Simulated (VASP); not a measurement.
# BN: electric field gradients with PBEsol

Crystal: BN.

```
CELL_PARAMETERS angstrom
0.00000 1.81947 1.81947
1.81947 0.00000 1.81947
1.81947 1.81947 0.00000
ATOMIC_POSITIONS crystal
B 0.00000 0.00000 0.00000
N 0.75000 0.75000 0.75000
```

This cell differs from its parent crystal: volume scaled by 1.02.

```
Program                : VASP 6.6.1
Task                   : electric field gradients
Functional             : PBEsol
Potentials or basis    : VASP PAW PBE potentials, release 64 (B, N)
Cutoff                 : 520 eV
k mesh                 : 13 × 13 × 13
Occupations            : fermi-dirac, width 0.03 eV
Spin                   : no spin polarisation
Dipole correction      : no
Further INCAR settings : ALGO = Normal; EDIFF = 1e-08; NBANDS = 11
```

The pressure is -9.6 GPa. The band gap on the k mesh is 4.33 eV, indirect (least direct gap 8.67 eV).

Levels at points of the mesh, in eV from the valence-band top:
```
           k point  band 1  band 2  band 3  band 4  band 5  band 6  band 7  band 8  band 9
(0.00, 0.00, 0.00)  -20.03    0.00    0.00    0.00    8.67    8.67    8.67    9.95   24.14
```

Wall time 9 s on 1 thread of Intel(R) Xeon(R) 6975P-C (Granite Rapids), on a shared host, peak memory 0.12 GiB.

Caveat: without QUAD_EFG the Cq values of the log hold for a quadrupole moment of 1 mb, not for the nuclei; the PAW data sets were made with another functional, which shifts forces and pressure a little. A k mesh can miss the band edges.
